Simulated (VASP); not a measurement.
**AlN: single point with PBE**

The system is AlN.

```
Al N
1.0
     0.00000    1.96840    1.96840
     1.96840    0.00000    1.96840
     1.96840    1.96840    0.00000
Al N
1 1
Cartesian
  0.0000 0.0000 0.0000
  1.9684 1.9684 1.9684
```

This cell differs from its parent crystal: strain -2.5%.

- Program: VASP 6.6.1
- Task: single point
- Functional: PBE
- Potentials or basis: VASP PAW PBE potentials, release 64 (Al, N)
- Cutoff: 520 eV
- k mesh: 10 × 10 × 10
- Occupations: fermi-dirac, width 0.02 eV
- Spin: no spin polarisation
- Dipole correction: no
- Further INCAR settings: ALGO = Normal; EDIFF = 1e-06; NBANDS = 11

- Pressure: 30.4 GPa
- Band gap on the k mesh: 5.16 eV, indirect (least direct gap 6.88 eV)

Levels at points of the mesh, in eV from the valence-band top:
| k point | band 2 | band 3 | band 4 | band 5 | band 6 | band 7 |
| --- | --- | --- | --- | --- | --- | --- |
| (0.00, 0.00, 0.00) | 0.00 | 0.00 | 0.00 | 6.88 | 12.42 | 12.42 |
| (0.50, 0.00, 0.00) | -8.83 | -1.23 | -1.23 | 6.65 | 11.66 | 11.66 |
| (0.50, 0.50, 0.00) | -7.93 | -3.01 | -3.01 | 5.16 | 5.41 | 15.06 |

Run time: 7.4 s on 1 thread of Intel Xeon 6975P-C (shared host), peak memory 0.13 GiB.

Caveat: the cell differs from its parent crystal (strain -2.5%). A k mesh can miss the band edges.
